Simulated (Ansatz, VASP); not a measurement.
Two plane-wave programs on KCl

Contents of INCAR:

```
PREC = Accurate
ENCUT = 520
EDIFF = 1E-6
ISMEAR = 0
SIGMA = 0.05
LREAL = F
LASPH = T
NELM = 60
ALGO = Normal
ISIF = 2
LWAVE = F
LCHARG = F
GGA = PE
NBANDS = 15
```

The input KPOINTS:

```
Automatic mesh
0
Gamma
  8 8 8
```

The input POSCAR:

```
KCl
1.0
    0.0000000000      3.1051862581      3.2604455710
    3.1051862581      0.0000000000      3.2604455710
    3.1051862581      3.1051862581      0.0000000000
K Cl
1 1
Direct
    0.0000000000      0.0000000000      0.0000000000
    0.5000000000      0.5000000000      0.5000000000
```

Input for Ansatz:

```yaml
crystal:
  lattice:
    - [0.0, 3.1051862581, 3.260445571]
    - [3.1051862581, 0.0, 3.260445571]
    - [3.1051862581, 3.1051862581, 0.0]
  atoms:
    - { symbol: K, position: [0.0, 0.0, 0.0] }
    - { symbol: Cl, position: [0.5, 0.5, 0.5] }
basis:
  ecutwfc: 420
kpoints:
  mp_grid: { grid: [8, 8, 8] }
hamiltonian:
  xc: pbe
scf:
  occupations: { method: gaussian, width: 0.05 }
output:
  forces: true
  stress: true
  eigenvalues: true
```

Alike in both runs: task single point; functional PBE; k mesh 8 × 8 × 8; occupations gaussian, width 0.05 eV; no spin polarisation.

```csv
,VASP,Ansatz
version,VASP 6.6.1,Ansatz 0.2.0
potentials or method,"VASP PAW PBE potentials, release 64 (K_sv, Cl), cutoff 520 eV","scalar-relativistic, plane waves, PAW"
valence electrons in the cell,16,16
```

VASP gave:

```
gap on the k mesh at the Fermi level (eV)                     : 5.14
least direct gap on the mesh (eV)                             : 5.14
pressure (GPa)                                                : 0.7
traceless stress, the component that is largest in VASP (GPa) : -1.09
```

Q: Which values does Ansatz return?

A: gap on the k mesh at the Fermi level (eV): 5.14; least direct gap on the mesh (eV): 5.14; pressure (GPa): 0.7; traceless stress, the component that is largest in VASP (GPa): -1.07.
